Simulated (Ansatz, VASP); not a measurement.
**Two plane-wave programs on InP**

Contents of INCAR:

```
SYSTEM = InP
  ALGO = Normal
  EDIFF = 1E-6
  ENCUT = 520
  GGA = PE
  ISIF = 2
  ISMEAR = 0
  LASPH = .TRUE.
  LCHARG = .FALSE.
  LREAL = .FALSE.
  LWAVE = .FALSE.
  NBANDS = 16
  NELM = 100
  PREC = Accurate
  SIGMA = 0.15
```

KPOINTS

```
k-points
0
G
  18 18 18
  0 0 0
```

Contents of POSCAR:

```
InP
1.0
    0.0000000000      2.7701604146      2.8532652270
    2.7701604146      0.0000000000      2.8532652270
    2.7701604146      2.7701604146      0.0000000000
In P
1 1
Direct
    0.0000000000      0.0000000000      0.0000000000
    0.5000000000      0.5000000000      0.5000000000
```

Input for Ansatz:

```yaml
crystal:
  lattice:
    - [0.0, 2.7701604146, 2.853265227]
    - [2.7701604146, 0.0, 2.853265227]
    - [2.7701604146, 2.7701604146, 0.0]
  atoms:
    - { symbol: In, position: [0.0, 0.0, 0.0] }
    - { symbol: P, position: [0.5, 0.5, 0.5] }
basis:
  ecutwfc: 420
kpoints:
  mp_grid: { grid: [18, 18, 18] }
hamiltonian:
  xc: pbe
scf:
  occupations: { method: gaussian, width: 0.15 }
output:
  forces: true
  stress: true
  eigenvalues: true
```

Change from the starting cell: strain +0.000 along x and y, +0.030 along z, atoms carried along.

Alike in both runs: task single point; functional PBE; k mesh 18 × 18 × 18; occupations gaussian, width 0.15 eV; no spin polarisation.

```csv
,VASP,Ansatz
version,VASP 6.6.1,Ansatz 0.2.0
potentials or method,"VASP PAW PBE potentials, release 64 (In_d, P), cutoff 520 eV","scalar-relativistic, plane waves, PAW"
valence electrons in the cell,18,18
```

|  | VASP | Ansatz | Ansatz less VASP |
| --- | --- | --- | --- |
| gap on the k mesh at the Fermi level (eV) | none | none | - |
| pressure (GPa) | -2.0 | -1.9 | +0.05 |
| traceless stress, the component that is largest in VASP (GPa) | -1.69 | -1.69 | -0.008 |

A gap of «none» marks a metal or a gap that the smearing closes.
